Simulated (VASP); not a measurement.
# KBr (Pm-3m) in VASP: notebook

The runs below take KBr through single point, relaxation of cell and atoms, with BLYP.

All numbers are computed with VASP 6.6.1; they aren't measurements. Logs are shortened: lines on timing, memory, paths and dates and some standing lists are left out, and cuts for length are marked.

**1. The cell of the first run**

Symmetry: Pm-3m, No. 221, cubic system. Conventional cell: a = 4.116 Å, b = 4.116 Å, c = 4.116 Å, α = 90.00°, β = 90.00°, γ = 90.00°. Br (site symmetry m-3m) has 8 K at 3.56 Å and 6 Br at 4.12 Å within 4.7 Å. Within 4.7 Å of K (site symmetry m-3m) lie 8 Br at 3.56 Å and 6 K at 4.12 Å.

**2. Single point, BLYP, collinear spin, zero start**

The input, INCAR:

```
SYSTEM = KBr
AGGAC = 1.0
AGGAX = 1.0
ALDAC = 0.0
ALDAX = 1.0
ALGO = Normal
EDIFF = 1E-6
ENCUT = 520
GGA = B5
ISIF = 2
ISMEAR = 1
ISPIN = 2
LASPH = .TRUE.
LCHARG = .FALSE.
LORBIT = 11
LREAL = .FALSE.
LWAVE = .FALSE.
MAGMOM = 0 0
NBANDS = 19
NELM = 150
NUPDOWN = 0.0
PREC = Accurate
SIGMA = 0.1
```

The input, KPOINTS:

```
k-points
0
G
  7 7 7
  0 0 0
```

The input, POSCAR:

```
KBr
1.0
    4.1156760727      0.0000000000      0.0000000000
    0.0000000000      4.1156760727      0.0000000000
    0.0000000000      0.0000000000      4.1156760727
Br K
1 1
Direct
    0.5000000000      0.5000000000      0.5000000000
    0.0000000000      0.0000000000      0.0000000000
```

Potentials or basis: VASP PAW PBE potentials, release 64 (Br, K_sv).

Command:

```bash
$ cat potpaw_PBE.64/Br/POTCAR potpaw_PBE.64/K_sv/POTCAR > POTCAR
$ mpirun -np 1 vasp_std > vasp.out
```

OUTCAR:

```text
SYSTEM = KBr
   EDIFF = 1E-6
   ENCUT = 520
   GGA = B5
   ISIF = 2
   ISMEAR = 1
   ISPIN = 2
   LASPH = .TRUE.
   LORBIT = 11
   LREAL = .FALSE.
   NELM = 150
   NUPDOWN = 0.0
   PREC = Accurate

 ion  position               nearest neighbor table
   1  0.500  0.500  0.500-
   2  0.000  0.000  0.000-

  LATTYP: Found a simple cubic cell.
 ALAT       =     4.1156760727

  Lattice vectors:

 A1 = (   4.1156760727,   0.0000000000,   0.0000000000)
 A2 = (   0.0000000000,   4.1156760727,   0.0000000000)
 A3 = (   0.0000000000,   0.0000000000,   4.1156760727)

Analysis of symmetry for initial positions (statically):
=====================================================================
 Subroutine PRICEL returns:
 Original cell was already a primitive cell.

 Routine SETGRP: Setting up the symmetry group for a
 simple cubic supercell.

 Subroutine GETGRP returns: Found 48 space group operations
 (whereof 48 operations were pure point group operations)
 out of a pool of 48 trial point group operations.

The static configuration has the point symmetry O_h .

Analysis of symmetry for dynamics (positions and initial velocities):
=====================================================================
 Subroutine PRICEL returns:
 Original cell was already a primitive cell.

 Routine SETGRP: Setting up the symmetry group for a
 simple cubic supercell.

 Subroutine GETGRP returns: Found 48 space group operations
 (whereof 48 operations were pure point group operations)
 out of a pool of 48 trial point group operations.

The dynamic configuration has the point symmetry O_h .

Analysis of structural, dynamic, and magnetic symmetry:
=====================================================================
 Subroutine PRICEL returns:
 Original cell was already a primitive cell.

 Routine SETGRP: Setting up the symmetry group for a
 simple cubic supercell.

 Subroutine GETGRP returns: Found 48 space group operations
 (whereof 48 operations were pure point group operations)
 out of a pool of 48 trial point group operations.

The overall configuration has the point symmetry O_h .

 Subroutine INISYM returns: Found 48 space group operations
 (whereof 48 operations are pure point group operations),
 and found     1 'primitive' translations

----------------------------------------------------------------------------------------

                                     Primitive cell

  volume of cell :      69.7146

  direct lattice vectors                    reciprocal lattice vectors
     4.115676073  0.000000000  0.000000000     0.242973446  0.000000000  0.000000000
     0.000000000  4.115676073  0.000000000     0.000000000  0.242973446  0.000000000
     0.000000000  0.000000000  4.115676073     0.000000000  0.000000000  0.242973446

  length of vectors
     4.115676073  4.115676073  4.115676073     0.242973446  0.242973446  0.242973446

  position of ions in fractional coordinates (direct lattice)
     0.500000000  0.500000000  0.500000000
     0.000000000  0.000000000  0.000000000

  ion indices of the primitive-cell ions
   primitive index   ion index
                 1           1
                 2           2

----------------------------------------------------------------------------------------

 KPOINTS: k-points

Automatic generation of k-mesh.
 Grid dimensions read from file:
 generate k-points for:    7    7    7

 Generating k-lattice:

  Cartesian coordinates                     Fractional coordinates (reciprocal lattice)
     0.034710492  0.000000000  0.000000000     0.142857143  0.000000000  0.000000000
     0.000000000  0.034710492  0.000000000     0.000000000  0.142857143  0.000000000
     0.000000000  0.000000000  0.034710492     0.000000000  0.000000000  0.142857143

  Length of vectors
     0.034710492  0.034710492  0.034710492

  Shift w.r.t. Gamma in fractional coordinates (k-lattice)
     0.000000000  0.000000000  0.000000000

 Subroutine IBZKPT returns following result:
 ===========================================

 Found     20 irreducible k-points:

 Following reciprocal coordinates:
            Coordinates               Weight
  0.000000  0.000000  0.000000      1.000000
  0.142857  0.000000  0.000000      6.000000
  0.285714  0.000000  0.000000      6.000000
  0.428571  0.000000  0.000000      6.000000
  0.142857  0.142857  0.000000     12.000000
  0.285714  0.142857  0.000000     24.000000
[... 12 lines left out ...]
  0.428571  0.428571  0.285714     24.000000
  0.428571  0.428571  0.428571      8.000000
   k-points           NKPTS =     20   k-points in BZ     NKDIM =     20   number of bands    NBANDS=     19
   number of dos      NEDOS =    301   number of ions     NIONS =      2
   total plane-waves  NPLWV =  32768
   dimension x,y,z NGX =    32 NGY =   32 NGZ =   32
   dimension x,y,z NGXF=    64 NGYF=   64 NGZF=   64
   ions per type =               1   1
   NGX,Y,Z   is equivalent  to a cutoff of  12.93, 12.93, 12.93 a.u.
   NGXF,Y,Z  is equivalent  to a cutoff of  25.85, 25.85, 25.85 a.u.
 SYSTEM =  KBr
   PREC   = accura    normal or accurate (medium, high low for compatibility)
   ISTART =      0    job   : 0-new  1-cont  2-samecut
   ICHARG =      2    charge: 1-file 2-atom 10-const
   ISPIN  =      2    spin polarized calculation?
   LNONCOLLINEAR =      F non collinear calculations
   LSORBIT =      F    spin-orbit coupling
   LASPH  =      T    aspherical Exc in radial PAW
   ENCUT  =  520.0 eV  38.22 Ry    6.18 a.u.   7.65  7.65  7.65*2*pi/ulx,y,z
   NELM   =    150;   NELMIN=  2; NELMDL= -5     # of ELM steps
   EDIFF  = 0.1E-05   stopping-criterion for ELM
   LREAL  =      F    real-space projection
   EDIFFG = 0.1E-04   stopping-criterion for IOM
   NSW    =      0    number of steps for IOM
   IBRION =     -1    ionic relax: 0-MD 1-quasi-New 2-CG
   NFREE  =      0    steps in history (QN), initial steepest desc. (CG)
   ISIF   =      2    stress and relaxation
   ISYM   =      2    0-nonsym 1-usesym 2-fastsym
   POTIM  = 0.5000    time-step for ionic-motion
   TEBEG  =    0.0;   TEEND  =   0.0 temperature during run
   PSTRESS=    0.0 pullay stress
   NELECT =      16.0000    total number of electrons
   NUPDOWN=       0.0000    fix difference up-down
   EMIN   =  10.00;   EMAX   =-10.00  energy-range for DOS
   EFERMI =   0.00;   METHOD = LEGACY
   ISMEAR =     1;   SIGMA  =   0.10  broadening in eV -4-tet -1-fermi 0-gaus
   EFERMI_NEDOS =   21; number of points for ismear=-14 and -15
   IALGO  =     38    algorithm
   IMIX   =      4    mixing-type and parameters
     AMIX     =   0.40;   BMIX     =  1.00
     AMIX_MAG =   1.60;   BMIX_MAG =  1.00
  volume/ion in A,a.u.               =      34.86       235.23
  Fermi-wavevector in a.u.,A,eV,Ry     =   1.002321  1.894113 13.669067  1.004648
  Thomas-Fermi vector in A             =   2.134801
   LORBIT       =     11    0 simple, 1 ext, 2 COOP (PROOUT), +10 PAW based schemes
   GGA     = B5    functional components
   LHFCALC =     F    Hartree Fock is set to
   AEXX    =    0.0000 exact exchange contribution
   IVDW    =     0    specifies the selected vdW correction
   LEPSILON=     F    determine dielectric tensor
   LRPA    =     F    only Hartree local field effects (RPA)
 spin polarized calculation
 Methfessel and Paxton  Order N= 1 SIGMA  =   0.10
  energy-cutoff  :      520.00
  volume of cell :       69.71
 maximum number of plane-waves:      1891
 NGX is ok and might be reduce to    32
   NGX = 15   NGY = 15   NGZ = 15

 number of electron      16.0000005 magnetization      -0.0000000

 number of electron      16.0000005 magnetization       0.0000000

 Free energy of the ion-electron system (eV)
  ---------------------------------------------------
  ext. energy  EPLUGINS =         0.00000000
  ---------------------------------------------------
  free energy    TOTEN  =        -5.63564381 eV

  energy without entropy =       -5.63685554  energy(sigma->0) =       -5.63604772

 E-fermi :  -0.6673     XC(G=0):  -7.2800

 val. band max:       -0.7206523452   @ k =   0.4286   0.4286   0.0000
 cond. band min:       3.0424974487   @ k =   0.0000   0.0000   0.0000
 fundamental gap:      3.7631497939
 Fermi energy:        -0.6673483116

 spin component 1

 k-point     1 :       0.0000    0.0000    0.0000
  band No.  band energies     occupation
      1     -29.4851      1.00000
      2     -13.3756      1.00000
      3     -12.9892      1.00000
      4     -12.9892      1.00000
      5     -12.9892      1.00000
      6      -0.9394      1.00041
[... 11 lines left out ...]
     18      13.0965      0.00000
     19      13.0965      0.00000
[... 397 lines left out ...]
 k-point    20 :       0.4286    0.4286    0.4286
  band No.  band energies     occupation
      1     -29.4638      1.00000
      2     -13.1163      1.00000
      3     -13.0754      1.00000
      4     -13.0754      1.00000
      5     -13.0421      1.00000
      6      -1.9340      1.00000
[... 11 lines left out ...]
     18      14.5299      0.00000
     19      14.5299      0.00000
 Fermi energy:        -0.6673190887

 spin component 2

 k-point     1 :       0.0000    0.0000    0.0000
  band No.  band energies     occupation
      1     -29.4851      1.00000
      2     -13.3756      1.00000
      3     -12.9892      1.00000
      4     -12.9892      1.00000
      5     -12.9892      1.00000
      6      -0.9393      1.00041
[... 11 lines left out ...]
     18      13.0965      0.00000
     19      13.0965      0.00000
[... 397 lines left out ...]
 k-point    20 :       0.4286    0.4286    0.4286
  band No.  band energies     occupation
      1     -29.4638      1.00000
      2     -13.1163      1.00000
      3     -13.0754      1.00000
      4     -13.0754      1.00000
      5     -13.0421      1.00000
      6      -1.9339      1.00000
[... 11 lines left out ...]
     18      14.5299      0.00000
     19      14.5299      0.00000

------------------------ aborting loop because EDIFF is reached ----------------------------------------

  FORCE on cell =-STRESS in cart. coord.  units (eV):
  Direction    XX          YY          ZZ          XY          YZ          ZX
  --------------------------------------------------------------------------------------
  -------------------------------------------------------------------------------------
  Total        0.0253695      0.0253695      0.0253695     -0.0000000     -0.0000000      0.0000000
  in kB        0.5830401      0.5830401      0.5830401     -0.0000000     -0.0000000      0.0000000
  external PRESSURE =       0.5830401 kB  Pullay stress =       0.0000000 kB

 VOLUME and BASIS-vectors are now :
 -----------------------------------------------------------------------------
  energy-cutoff  :      520.00
  volume of cell :       69.71
      direct lattice vectors                 reciprocal lattice vectors
     4.115676073  0.000000000  0.000000000     0.242973446  0.000000000  0.000000000
     0.000000000  4.115676073  0.000000000     0.000000000  0.242973446  0.000000000
     0.000000000  0.000000000  4.115676073     0.000000000  0.000000000  0.242973446

 POSITION                                       TOTAL-FORCE (eV/Angst)
 -----------------------------------------------------------------------------------
      2.05784      2.05784      2.05784         0.000000      0.000000      0.000000
      0.00000      0.00000      0.00000         0.000000      0.000000      0.000000
 -----------------------------------------------------------------------------------
    total drift:                                0.000000      0.000000     -0.000000

  FREE ENERGIE OF THE ION-ELECTRON SYSTEM (eV)
  ---------------------------------------------------
  free  energy   TOTEN  =        -5.6356438084 eV

  energy  without entropy=       -5.6368555400  energy(sigma->0) =       -5.63604772

 total charge

# of ion       s       p       d       tot
------------------------------------------
    1        1.625   3.285   0.001   4.912
    2        1.951   5.537   0.018   7.506
--------------------------------------------------
tot          3.576   8.822   0.020  12.418

 magnetization (x)

# of ion       s       p       d       tot
------------------------------------------
    1       -0.000   0.000   0.000  -0.000
    2       -0.000  -0.000  -0.000  -0.000
--------------------------------------------------
tot         -0.000  -0.000  -0.000  -0.000
```

Run time: 70 s. Hardware: 1 thread of AMD EPYC 7R13, shared host; peak memory 0.19 GiB.

What came out:

```
Free energy                                           : -5.6356 eV
Pressure                                              : 0.1 GPa
Net moment                                            : 0.00 μB per cell
Valence electrons inside the program's atomic spheres : Br 4.91; K 7.51
```

Caveat: the PAW data sets were made with another functional, which shifts forces and pressure a little; the total moment is fixed, so each spin has its own Fermi level.

(Continued in part 2 of 2.)
